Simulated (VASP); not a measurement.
In2O3, 10 atoms in the cell. It takes space group R-3c (No. 167, trigonal). Conventional cell: a = 5.646 Å, b = 5.646 Å, c = 15.288 Å, α = 90.00°, β = 90.00°, γ = 120.00°. In (site symmetry 3) has 6 O at 2.19 to 2.34 Å within 2.9 Å. O (site symmetry 2) has 4 In at 2.19 to 2.34 Å and 4 O at 2.90 to 3.07 Å within 3.1 Å.  This cell differs from its parent crystal: strain +0.025 along x and y, +0.050 along z.

| Quantity | Value |
| --- | --- |
| Program | VASP 6.6.1 |
| Task | single point |
| Functional | r2SCAN |
| Potentials or basis | VASP PAW PBE potentials, release 64 (In_d, O) |
| Cutoff | 520 eV |
| k mesh | 6 × 6 × 6 |
| Occupations | gaussian, width 0.05 eV |
| Spin | no spin polarisation |
| Dipole correction | no |
| Further INCAR settings | ALGO = Normal; EDIFF = 1e-07; NBANDS = 55 |

Potentials or basis: VASP PAW PBE potentials, release 64 (In_d, O).

The run is started by

```bash
$ cat potpaw_PBE.64/In_d/POTCAR potpaw_PBE.64/O/POTCAR > POTCAR
$ cp INCAR.step1 INCAR
$ mpirun -np 1 vasp_std > vasp.out
$ cp INCAR.step2 INCAR
$ mpirun -np 1 vasp_std > vasp.out
```

Hardware: 1 thread of Intel(R) Xeon(R) 6975P-C (Granite Rapids), with other jobs on the host.

Q: Estimate the wall time of this run.

A: It took 18 min on 1 thread of Intel(R) Xeon(R) 6975P-C (Granite Rapids), with other jobs on the host, peak memory 0.46 GiB. Counts: k points 32.
